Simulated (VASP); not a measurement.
# Ge (Fd-3m) in VASP: notebook, part 2 of 2

VASP 6.6.1. The steps go on from the part before.

## (3) Single point, PBE

This run uses another cell than the first one, of 22.21 Å³/atom, 1.055 times its volume.

INCAR

```
SYSTEM = Ge
  PREC = Accurate
  ENCUT = 520
  EDIFF = 1E-6
  ISMEAR = 0
  SIGMA = 0.01
  LREAL = .False.
  LASPH = .True.
  NELM = 60
  ALGO = Normal
  ISIF = 2
  LWAVE = .False.
  LCHARG = .False.
  GGA = PE
  NBANDS = 21
```

KPOINTS

```
regular mesh
0
Gamma
  6 6 6
  0 0 0
```

POSCAR

```
Ge
1.0
    3.9755219887      0.0000000000      0.0000000000
    1.9877609944      3.4429030355      0.0000000000
    1.9877609944      1.1476343452      3.2460001112
Ge
2
Direct
    0.0000000000      0.0000000000      0.0000000000
    0.2500000000      0.2500000000      0.2500000000
```

Potentials or basis: VASP PAW PBE potentials, release 64 (Ge_d).

Started as:

```bash
cat potpaw_PBE.64/Ge_d/POTCAR > POTCAR
mpirun -np 1 vasp_std > vasp.out
```

OUTCAR:

```text
SYSTEM = Ge
   PREC = Accurate
   ENCUT = 520
   EDIFF = 1E-6
   ISMEAR = 0
   LREAL = .False.
   LASPH = .True.
   NELM = 60
   ISIF = 2
   GGA = PE

 ion  position               nearest neighbor table
   1  0.000  0.000  0.000-   2 2.43   2 2.43   2 2.43   2 2.43
   2  0.250  0.250  0.250-   1 2.43   1 2.43   1 2.43   1 2.43

  LATTYP: Found a face centered cubic cell.
 ALAT       =     5.6222371139

  Lattice vectors:

 A1 = (   3.9755219887,   0.0000000000,   0.0000000000)
 A2 = (   1.9877609944,   3.4429030355,   0.0000000000)
 A3 = (   1.9877609944,   1.1476343452,   3.2460001112)

Analysis of symmetry for initial positions (statically):
=====================================================================
 Subroutine PRICEL returns:
 Original cell was already a primitive cell.

 Routine SETGRP: Setting up the symmetry group for a
 face centered cubic supercell.

 Subroutine GETGRP returns: Found 48 space group operations
 (whereof 24 operations were pure point group operations)
 out of a pool of 48 trial point group operations.

The static configuration has the point symmetry T_d .
 The point group associated with its full space group is O_h .

Analysis of symmetry for dynamics (positions and initial velocities):
=====================================================================
 Subroutine PRICEL returns:
 Original cell was already a primitive cell.

 Routine SETGRP: Setting up the symmetry group for a
 face centered cubic supercell.

 Subroutine GETGRP returns: Found 48 space group operations
 (whereof 24 operations were pure point group operations)
 out of a pool of 48 trial point group operations.

The dynamic configuration has the point symmetry T_d .
 The point group associated with its full space group is O_h .

 Subroutine INISYM returns: Found 48 space group operations
 (whereof 24 operations are pure point group operations),
 and found     1 'primitive' translations

----------------------------------------------------------------------------------------

                                     Primitive cell

  volume of cell :      44.4291

  direct lattice vectors                    reciprocal lattice vectors
     3.975521989  0.000000000  0.000000000     0.251539295 -0.145226280 -0.102690487
     1.987760994  3.442903036  0.000000000     0.000000000  0.290452560 -0.102690487
     1.987760994  1.147634345  3.246000111     0.000000000  0.000000000  0.308071462

  length of vectors
     3.975521989  3.975521989  3.975521989     0.308071462  0.308071462  0.308071462

  position of ions in fractional coordinates (direct lattice)
     0.000000000  0.000000000  0.000000000
     0.250000000  0.250000000  0.250000000

  ion indices of the primitive-cell ions
   primitive index   ion index
                 1           1
                 2           2

----------------------------------------------------------------------------------------

 KPOINTS: regular mesh

Automatic generation of k-mesh.
 Grid dimensions read from file:
 generate k-points for:    6    6    6

 Generating k-lattice:

  Cartesian coordinates                     Fractional coordinates (reciprocal lattice)
     0.041923216 -0.024204380 -0.017115081     0.166666667  0.000000000 -0.000000000
     0.000000000  0.048408760 -0.017115081     0.000000000  0.166666667  0.000000000
     0.000000000  0.000000000  0.051345244     0.000000000  0.000000000  0.166666667

  Length of vectors
     0.051345244  0.051345244  0.051345244

  Shift w.r.t. Gamma in fractional coordinates (k-lattice)
     0.000000000  0.000000000  0.000000000

 Subroutine IBZKPT returns following result:
 ===========================================

 Found     16 irreducible k-points:

 Following reciprocal coordinates:
            Coordinates               Weight
  0.000000  0.000000  0.000000      1.000000
  0.166667 -0.000000  0.000000      8.000000
  0.333333  0.000000  0.000000      8.000000
  0.500000  0.000000  0.000000      4.000000
  0.166667  0.166667  0.000000      6.000000
  0.333333  0.166667  0.000000     24.000000
[... 8 lines left out ...]
 -0.333333  0.333333  0.166667     24.000000
 -0.333333  0.500000  0.166667     12.000000
   k-points           NKPTS =     16   k-points in BZ     NKDIM =     16   number of bands    NBANDS=     21
   number of dos      NEDOS =    301   number of ions     NIONS =      2
   total plane-waves  NPLWV =  27000
   dimension x,y,z NGX =    30 NGY =   30 NGZ =   30
   dimension x,y,z NGXF=    60 NGYF=   60 NGZF=   60
   ions per type =               2
   NGX,Y,Z   is equivalent  to a cutoff of  12.55, 12.55, 12.55 a.u.
   NGXF,Y,Z  is equivalent  to a cutoff of  25.09, 25.09, 25.09 a.u.
 SYSTEM =  Ge
   PREC   = accura    normal or accurate (medium, high low for compatibility)
   ISTART =      0    job   : 0-new  1-cont  2-samecut
   ICHARG =      2    charge: 1-file 2-atom 10-const
   ISPIN  =      1    spin polarized calculation?
   LNONCOLLINEAR =      F non collinear calculations
   LSORBIT =      F    spin-orbit coupling
   LASPH  =      T    aspherical Exc in radial PAW
   ENCUT  =  520.0 eV  38.22 Ry    6.18 a.u.   7.39  7.39  7.39*2*pi/ulx,y,z
   NELM   =     60;   NELMIN=  2; NELMDL= -5     # of ELM steps
   EDIFF  = 0.1E-05   stopping-criterion for ELM
   LREAL  =      F    real-space projection
   EDIFFG = 0.1E-04   stopping-criterion for IOM
   NSW    =      0    number of steps for IOM
   IBRION =     -1    ionic relax: 0-MD 1-quasi-New 2-CG
   NFREE  =      0    steps in history (QN), initial steepest desc. (CG)
   ISIF   =      2    stress and relaxation
   ISYM   =      2    0-nonsym 1-usesym 2-fastsym
   POTIM  = 0.5000    time-step for ionic-motion
   TEBEG  =    0.0;   TEEND  =   0.0 temperature during run
   PSTRESS=    0.0 pullay stress
   NELECT =      28.0000    total number of electrons
   NUPDOWN=      -1.0000    fix difference up-down
   EMIN   =  10.00;   EMAX   =-10.00  energy-range for DOS
   EFERMI =   0.00;   METHOD = LEGACY
   ISMEAR =     0;   SIGMA  =   0.01  broadening in eV -4-tet -1-fermi 0-gaus
   EFERMI_NEDOS =   21; number of points for ismear=-14 and -15
   IALGO  =     38    algorithm
   IMIX   =      4    mixing-type and parameters
     AMIX     =   0.40;   BMIX     =  1.00
     AMIX_MAG =   1.60;   BMIX_MAG =  1.00
  volume/ion in A,a.u.               =      22.21       149.91
  Fermi-wavevector in a.u.,A,eV,Ry     =   1.403584  2.652389 26.804123  1.970047
  Thomas-Fermi vector in A             =   2.526231
   LORBIT       =      0    0 simple, 1 ext, 2 COOP (PROOUT), +10 PAW based schemes
   GGA     = PE    functional components
   LHFCALC =     F    Hartree Fock is set to
   AEXX    =    0.0000 exact exchange contribution
   IVDW    =     0    specifies the selected vdW correction
   LEPSILON=     F    determine dielectric tensor
   LRPA    =     F    only Hartree local field effects (RPA)
 non-spin polarized calculation
 Gauss-broadening in eV      SIGMA  =   0.01
  energy-cutoff  :      520.00
  volume of cell :       44.43
 maximum number of plane-waves:      1243
 NGX is ok and might be reduce to    30
   NGX = 15   NGY = 15   NGZ = 15

 number of electron      28.0000032 magnetization

 Free energy of the ion-electron system (eV)
  ---------------------------------------------------
  ext. energy  EPLUGINS =         0.00000000
  ---------------------------------------------------
  free energy    TOTEN  =        -8.94239763 eV

  energy without entropy =       -8.94239763  energy(sigma->0) =       -8.94239763

 E-fermi :   5.3029     XC(G=0): -10.0077

 val. band max:        5.1882277783   @ k =   0.0000   0.0000   0.0000
 cond. band min:       5.3980801893   @ k =   0.0000   0.0000   0.0000
 fundamental gap:      0.2098524110
 Fermi energy:         5.3029202341

 k-point     1 :       0.0000    0.0000    0.0000
  band No.  band energies     occupation
      1     -19.6543      2.00000
      2     -19.6543      2.00000
      3     -19.6543      2.00000
      4     -19.6169      2.00000
      5     -19.6169      2.00000
      6     -19.3958      2.00000
[... 13 lines left out ...]
     20      14.7165      0.00000
     21      14.7165      0.00000
[... 337 lines left out ...]
 k-point    16 :      -0.3333    0.5000    0.1667
  band No.  band energies     occupation
      1     -19.7013      2.00000
      2     -19.7013      2.00000
      3     -19.5694      2.00000
      4     -19.5694      2.00000
      5     -19.4997      2.00000
      6     -19.4997      2.00000
[... 13 lines left out ...]
     20      16.3830      0.00000
     21      18.2690      0.00000

------------------------ aborting loop because EDIFF is reached ----------------------------------------

  FORCE on cell =-STRESS in cart. coord.  units (eV):
  Direction    XX          YY          ZZ          XY          YZ          ZX
  --------------------------------------------------------------------------------------
  -------------------------------------------------------------------------------------
  Total        1.3575867      1.3575867      1.3575867      0.0000000      0.0000000      0.0000000
  in kB       48.9565358     48.9565358     48.9565358      0.0000000      0.0000000      0.0000000
  external PRESSURE =      48.9565358 kB  Pullay stress =       0.0000000 kB

 VOLUME and BASIS-vectors are now :
 -----------------------------------------------------------------------------
  energy-cutoff  :      520.00
  volume of cell :       44.43
      direct lattice vectors                 reciprocal lattice vectors
     3.975521989  0.000000000  0.000000000     0.251539295 -0.145226280 -0.102690487
     1.987760994  3.442903036  0.000000000     0.000000000  0.290452560 -0.102690487
     1.987760994  1.147634345  3.246000111     0.000000000  0.000000000  0.308071462

 POSITION                                       TOTAL-FORCE (eV/Angst)
 -----------------------------------------------------------------------------------
      0.00000      0.00000      0.00000        -0.000000     -0.000000     -0.000000
      1.98776      1.14763      0.81150         0.000000      0.000000      0.000000
 -----------------------------------------------------------------------------------
    total drift:                                0.000000      0.000000      0.000000

  FREE ENERGIE OF THE ION-ELECTRON SYSTEM (eV)
  ---------------------------------------------------
  free  energy   TOTEN  =        -8.9423976296 eV

  energy  without entropy=       -8.9423976296  energy(sigma->0) =       -8.94239763
```

Wall time 22 s (1 thread of AMD EPYC 7R13, shared host); peak memory 0.13 GiB.

What came out:

```yaml
Free_energy: -8.9424 eV
Pressure: 4.9 GPa
Band_gap_on_the_k_mesh: 0.21 eV, direct
```

Levels at points of the mesh, in eV from the valence-band top:
```tsv
k point	band 12	band 13	band 14	band 15	band 16	band 17
(0.00, 0.00, 0.00)	0.00	0.00	0.00	0.21	2.56	2.56
(0.50, 0.00, 0.00)	-7.69	-1.44	-1.44	0.24	3.75	3.75
(0.50, 0.50, 0.00)	-8.96	-3.14	-3.14	0.73	0.73	9.67
```

A k mesh can miss the band edges.

## (4) Relaxation of cell and atoms, PBE, target pressure 5 GPa, at which the enthalpy is minimised

This run uses another cell than the first one, of 22.64 Å³/atom, 1.075 times its volume.

INCAR

```
SYSTEM = Ge
PREC = Accurate
ENCUT = 600
EDIFF = 1E-6
ISMEAR = 0
SIGMA = 0.01
LREAL = .FALSE.
LASPH = .TRUE.
NELM = 100
ALGO = Normal
ISIF = 3
LWAVE = .FALSE.
LCHARG = .FALSE.
GGA = PE
IBRION = 2
NSW = 80
EDIFFG = -0.02
PSTRESS = 50.0
```

KPOINTS

```
regular mesh
0
G
  6 6 6
  0 0 0
```

POSCAR

```
Ge
1.0
    4.0006830000      0.0000000000      0.0000000000
    2.0003415000      3.4646931105      0.0000000000
    2.0003415000      1.1548977035      3.2665439909
Ge
2
Direct
    0.0000000000      0.0000000000      0.0000000000
    0.2500000000      0.2500000000      0.2500000000
```

Started as:

```bash
cat potpaw_PBE.64/Ge_d/POTCAR > POTCAR
mpirun -np 1 vasp_std > vasp.out
```

It took 64 s on 1 thread of AMD EPYC 7R13, shared host; peak memory 0.15 GiB.

The run converged. Its results:

- Free energy: -8.9432 eV
- Relaxed volume: 22.22 Å³/atom
- Relaxed cell: a = 3.976 Å, b = 3.976 Å, c = 3.976 Å, α = 60.00°, β = 60.00°, γ = 60.00°
- Space group after relaxing (to 0.05 Å): Fd-3m (No. 227)
- Energy change on relaxing (the enthalpy is what falls): +10.8 meV/atom
- Ionic steps: 5
- Pressure after relaxing: 5.0 GPa
- Band gap on the k mesh: 0.21 eV, direct

The path:
| step | energy change (eV) | largest force (eV/Å) | pressure (GPa) | volume (Å³) |
| --- | --- | --- | --- | --- |
| 1 | 0.0000 | 0.0000 | 3.40 | 45.28 |
| 2 | 0.0436 | 0.0000 | 6.19 | 43.81 |
| 3 | 0.0225 | 0.0000 | 5.16 | 44.42 |
| 4 | 0.0202 | 0.0000 | 4.72 | 44.50 |
| 5 | 0.0216 | 0.0000 | 5.01 | 44.45 |

Final structure:
```xyz
2
Lattice="3.9761 0.0000 0.0000 1.9881 3.4434 0.0000 1.9881 1.1478 3.2465" Properties=species:S:1:pos:R:3 pbc="T T T"
Ge    0.0000    0.0000    0.0000
Ge    1.9881    1.1478    0.8116
```

Levels at points of the mesh, in eV from the valence-band top:
```tsv
k point	band 10	band 11	band 12	band 13	band 14	band 15	band 16	band 17	band 18
(0.00, 0.00, 0.00)	-24.57	-12.92	0.00	0.00	0.00	0.21	2.56	2.56	2.56
(0.50, 0.00, 0.00)	-24.54	-10.78	-7.68	-1.44	-1.44	0.24	3.75	3.75	7.14
(0.50, 0.50, 0.00)	-24.53	-8.96	-8.96	-3.14	-3.14	0.73	0.73	9.67	9.67
```

Caveat: the cell is relaxed towards a set pressure, so the enthalpy falls and the energy may rise.

## (5) Relaxation of cell and atoms, PBE, target pressure 10 GPa, at which the enthalpy is minimised

This run uses another cell than the first one, of 22.64 Å³/atom, 1.075 times its volume.

INCAR

```
  PREC = Accurate
  ENCUT = 600
  EDIFF = 1E-6
  ISMEAR = 0
  SIGMA = 0.01
  LREAL = False
  LASPH = True
  NELM = 100
  ALGO = Normal
  ISIF = 3
  LWAVE = False
  LCHARG = False
  GGA = PE
  IBRION = 2
  NSW = 80
  EDIFFG = -0.02
  PSTRESS = 100.0
```

KPOINTS

```
regular mesh
0
Gamma
  6 6 6
```

POSCAR is that of step 4.

Started as:

```bash
cat potpaw_PBE.64/Ge_d/POTCAR > POTCAR
mpirun -np 1 vasp_std > vasp.out
```

It took 76 s on 1 thread of AMD EPYC 7R13, shared host; peak memory 0.15 GiB.

Results (log left out):

```
Free energy                                            : -8.8390 eV
Relaxed volume                                         : 21.08 Å³/atom
Relaxed cell                                           : a = 3.907 Å, b = 3.907 Å, c = 3.907 Å, α = 60.00°, β = 60.00°, γ = 60.00°
Space group after relaxing (to 0.05 Å)                 : Fd-3m (No. 227)
Energy change on relaxing (the enthalpy is what falls) : +62.9 meV/atom
Ionic steps                                            : 5
Pressure after relaxing                                : 9.9 GPa
Band gap on the k mesh                                 : 0.41 eV, indirect (least direct gap 0.71 eV)
```

Step by step:
```csv
step,energy change (eV),largest force (eV/Å),pressure (GPa),volume (Å³)
1,0.0000,0.0000,3.40,45.28
2,0.3571,0.0000,17.91,39.44
3,0.1271,0.0000,9.73,42.14
4,0.1332,0.0000,10.16,42.04
5,0.1259,0.0000,9.87,42.16
```

Final structure:
```
Ge
1.0
     3.90653    0.00000    0.00000
     1.95326    3.38315    0.00000
     1.95326    1.12772    3.18967
Ge
2
Direct
  0.00000 0.00000 0.00000
  0.25000 0.25000 0.25000
```

Levels at points of the mesh, in eV from the valence-band top:
| k point | band 12 | band 13 | band 14 | band 15 | band 16 | band 17 |
| --- | --- | --- | --- | --- | --- | --- |
| (0.00, 0.00, 0.00) | 0.00 | 0.00 | 0.00 | 0.71 | 2.58 | 2.58 |
| (0.50, 0.00, 0.00) | -7.96 | -1.52 | -1.52 | 0.41 | 3.77 | 3.77 |
| (0.50, 0.50, 0.00) | -9.17 | -3.34 | -3.34 | 0.65 | 0.65 | 10.12 |

Caveat: the cell is relaxed towards a set pressure, so the enthalpy falls and the energy may rise.

## (6) The runs side by side

```tsv
task	cell	cutoff (eV)	gap on the mesh (eV)	pressure (GPa)
single point	a = 3.906 Å, angles 60.0°, 2 atoms	520	0.41	9.9
single point	a = 3.976 Å, angles 60.0°, 2 atoms	520	0.21	4.9
relaxation of cell and atoms	relaxed to 5 GPa from a = 4.001 Å, angles 60.0°, 2 atoms	600	0.21	5.0
relaxation of cell and atoms	relaxed to 10 GPa from a = 4.001 Å, angles 60.0°, 2 atoms	600	0.41	9.9
```

Alike in all rows: level PBE; potentials or basis VASP PAW PBE potentials, release 64 (Ge_d); no spin polarisation; k mesh 6 × 6 × 6; smearing gaussian 0.01 eV.

Caveats: the cell is relaxed towards a set pressure, so the enthalpy falls and the energy may rise (some runs).

Total energies depend on the potentials used, so only differences within one code and one set of settings carry meaning.
